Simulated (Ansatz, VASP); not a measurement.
## KI: VASP beside Ansatz

```
K I
1.0
     0.00000    3.59003    3.59003
     3.59003    0.00000    3.59003
     3.59003    3.59003    0.00000
K I
1 1
Direct
  0.00000 0.00000 0.00000
  0.50000 0.50000 0.50000
```

Alike in both runs: functional PBE; k mesh 10 × 10 × 10; occupations fermi-dirac, width 0.03 eV; no spin polarisation.

Ansatz relaxed the structure, and its values are those at the end. VASP's run is a single point on that final structure, the one shown.

|  | VASP | Ansatz |
| --- | --- | --- |
| version | VASP 6.6.1 | Ansatz 0.2.0 |
| potentials or method | VASP PAW PBE potentials, release 64 (K_sv, I) | PAW with Ansatz's default frozen-core files, scalar-relativistic |
| plane-wave cutoff (eV) | 520 | 420 |
| valence electrons in the cell | 16 | 26 |

```tsv
	VASP	Ansatz	Ansatz less VASP
gap on the k mesh at the Fermi level (eV)	3.85	3.86	+0.004
pressure (GPa)	0.0	0.0	-0.02
```

VASP's potentials hold 16 valence electrons a cell and Ansatz's 26, so a difference there can come from the potentials and not from the codes.

Neither program's run includes spin-orbit coupling.
